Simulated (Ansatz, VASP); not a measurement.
Two plane-wave programs on Ru

Contents of INCAR:

```
SYSTEM = Ru
ALGO     = Normal         ! electronic algorithm
EDIFF    = 1E-6           ! SCF threshold, eV
ENCUT    = 520            ! plane-wave cutoff, eV
GGA      = PE             ! functional
ISIF     = 2              ! what is computed and relaxed
ISMEAR   = -1             ! smearing method
LASPH    = .TRUE.         ! aspherical terms in the spheres
LCHARG   = .TRUE.         ! write CHGCAR
LELF     = .TRUE.         ! ELF
LREAL    = .FALSE.        ! projectors in reciprocal space
LVHAR    = .TRUE.       
LWAVE    = .FALSE.        ! write WAVECAR
NBANDS   = 21             ! bands
NELM     = 60             ! most SCF steps
PREC     = Accurate       ! precision mode
SIGMA    = 0.1            ! smearing width, eV
```

The input KPOINTS:

```
k-points
0
G
  13 13 7
  0 0 0
```

POSCAR

```
Ru
1.0
    2.7235595794      0.0000000000      0.0000000000
   -1.3617797897      2.3586717845      0.0000000000
    0.0000000000      0.0000000000      4.2890849607
Ru
2
Direct
    0.3333333333      0.6666666667      0.2500000000
    0.6666666667      0.3333333333      0.7500000000
```

Input for Ansatz:

```yaml
crystal:
  lattice:
    - [2.7235595794, 0.0, 0.0]
    - [-1.3617797897, 2.3586717845, 0.0]
    - [0.0, 0.0, 4.2890849607]
  atoms:
    - { symbol: Ru, position: [0.3333333333, 0.6666666667, 0.25] }
    - { symbol: Ru, position: [0.6666666667, 0.3333333333, 0.75] }
hamiltonian:
  xc: pbe
  pseudopotentials:
    kind: paw
    azcp:
      Ru: "pseudopotentials/Ru.paw.azcp"
basis:
  ecutwfc: 500
  fft_grid_basis: typed
kpoints:
  mp_grid: { grid: [13, 13, 7], shift: [0, 0, 0] }
magnetization:
  spin_polarized: false
scf:
  occupations: { method: fermi_dirac, width: 0.1 }
  lower_state_search: "off"
output:
  stress: true
```

Alike in both runs: task single point; functional PBE; k mesh 13 × 13 × 7; occupations fermi-dirac, width 0.1 eV; no spin polarisation.

|  | VASP | Ansatz |
| --- | --- | --- |
| version | VASP 6.6.1 | Ansatz 0.2.0 |
| potentials or method | VASP PAW PBE potentials, release 64 (Ru_pv), cutoff 520 eV | plane waves (500 eV) with PAW, scalar-relativistic |
| valence electrons in the cell | 28 | 32 |

```csv
,VASP,Ansatz,Ansatz less VASP
pressure (GPa),0.0,0.0,+0.08
"traceless stress, the component that is largest in VASP (GPa)",0.33,0.31,-0.022
```

VASP's potentials hold 28 valence electrons a cell and Ansatz's 32, so a difference there can come from the potentials and not from the codes.
